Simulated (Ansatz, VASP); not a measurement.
Two plane-wave programs on BaMg2N2

```
Ba Mg N
1.0
     5.38878    0.00000    0.00000
    -2.69439    4.66682    0.00000
     0.00000    0.00000    6.40594
Ba Mg N
1 2 2
Cartesian
  0.0000 0.0000 0.0000
  0.0000 3.1112 3.2030
  2.6944 1.5556 3.2030
  0.0000 0.0000 2.6237
  0.0000 0.0000 3.7822
```

Alike in both runs: functional PBE; k mesh 6 × 6 × 4; occupations gaussian, width 0.1 eV; no spin polarisation.

Ansatz relaxed the structure, and its values are those at the end. VASP's run is a single point on that final structure, the one shown.

|  | VASP | Ansatz |
| --- | --- | --- |
| version | VASP 6.6.1 | Ansatz 0.2.0 |
| potentials or method | VASP PAW PBE potentials, release 64 (Ba_sv, Mg, N), cutoff 520 eV | scalar-relativistic, plane waves, PAW |
| valence electrons in the cell | 24 | 40 |

Ansatz gave:

```
gap on the k mesh at the Fermi level (eV) : none
pressure (GPa)                            : 0.0
rms of the force components (eV/Å)        : 0.002
```

Problem. Which values does VASP return?

Solution. gap on the k mesh at the Fermi level (eV): none; pressure (GPa): 0.5; rms of the force components (eV/Å): 0.220.

A gap of «none» marks a metal or a gap that the smearing closes. One of these differences is far larger than is usual between the two programs; its cause wasn't traced. With one functional, cell and mesh, what is left measures potentials, basis and numerics. VASP's potentials hold 24 valence electrons a cell and Ansatz's 40, so a difference there can come from the potentials and not from the codes.

Spin-orbit coupling is off throughout. Noted on VASP's run: the standard files for N, O and F lose accuracy on very short bonds.
